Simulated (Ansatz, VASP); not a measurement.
# Two plane-wave programs on Li

File INCAR:

```
ALGO = Normal
EDIFF = 1E-6
ENCUT = 520
GGA = CA
GGA_COMPAT = False
ISIF = 2
ISMEAR = -1
LASPH = True
LCHARG = False
LORBIT = 11
LORBMOM = True
LREAL = False
LSORBIT = True
LWAVE = False
MAGMOM = 0 0 0 0 0 0
NBANDS = 18
NELM = 150
PREC = Accurate
SIGMA = 0.1
```

File KPOINTS:

```
k-points
0
Gamma
  12 12 7
```

The input POSCAR:

```
Li
1.0
    2.9970132647      0.0000000000      0.0000000000
   -1.4985066324      2.5954896227      0.0000000000
    0.0000000000      0.0000000000      4.8889619042
Li
2
Direct
    0.3333333333      0.6666666667      0.2500000000
    0.6666666667      0.3333333333      0.7500000000
```

Input for Ansatz:

```yaml
crystal:
  lattice:
    - [2.9970132647, 0.0, 0.0]
    - [-1.4985066324, 2.5954896227, 0.0]
    - [0.0, 0.0, 4.8889619042]
  atoms:
    - { symbol: Li, position: [0.3333333333, 0.6666666667, 0.25] }
    - { symbol: Li, position: [0.6666666667, 0.3333333333, 0.75] }
hamiltonian:
  xc: lda
  pseudopotentials:
    kind: paw_fr
    azcp:
      Li: "pseudopotentials/Li.paw.azcp"
basis:
  ecutwfc: 420
  fft_grid_basis: typed
kpoints:
  mp_grid: { grid: [12, 12, 7], shift: [0, 0, 0] }
magnetization:
  noncollinear: true
  spin_orbit: true
scf:
  occupations: { method: fermi_dirac, width: 0.1 }
output:
  write_density: true
  write_potential: true
  elf: true
  volumetric_format: npy
```

Alike in both runs: task single point; functional LDA; k mesh 12 × 12 × 7; occupations fermi-dirac, width 0.1 eV; non-collinear spin, spin-orbit coupling.

```csv
,VASP,Ansatz
version,VASP 6.6.1,Ansatz 0.2.0
potentials or method,"VASP PAW LDA potentials, release 64 (Li_sv), cutoff 520 eV","plane waves (420 eV) with PAW, fully relativistic with spin-orbit coupling"
valence electrons in the cell,6,6
```

```csv
,VASP,Ansatz,Ansatz less VASP
net moment per atom (μB),0.00,0.00,0.000
```

Ansatz warns that its potentials were made for another functional, while VASP's fit it. LDA's correlation is that of Perdew and Zunger in VASP and of Perdew and Wang (1992) in Ansatz.

Noted on VASP's run: the cutoff is short for stress, so the pressure is rough.
